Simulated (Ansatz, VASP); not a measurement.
# One calculation of Rb, two programs

```xyz
1
Lattice="0.0000 2.8359 2.8359 2.8359 0.0000 2.8359 2.8359 2.8359 0.0000" Properties=species:S:1:pos:R:3 pbc="T T T"
Rb    0.0000    0.0000    0.0000
```

Change from the starting cell: volume scaled by 0.5, LAPW.

Alike in both runs: task single point; functional PBE; k mesh 10 × 10 × 10; occupations fermi-dirac, width 0.08 eV; no spin polarisation.

|  | VASP | Ansatz |
| --- | --- | --- |
| version | VASP 6.6.1 | Ansatz 0.2.0 |
| potentials or method | VASP PAW PBE potentials, release 64 (Rb_sv), cutoff 520 eV | all-electron LAPW, scalar-relativistic |

```tsv
	VASP	Ansatz	Ansatz less VASP
pressure (GPa)	6.4	6.4	0.00
```

Ansatz ran all-electron here, and VASP with PAW potentials.
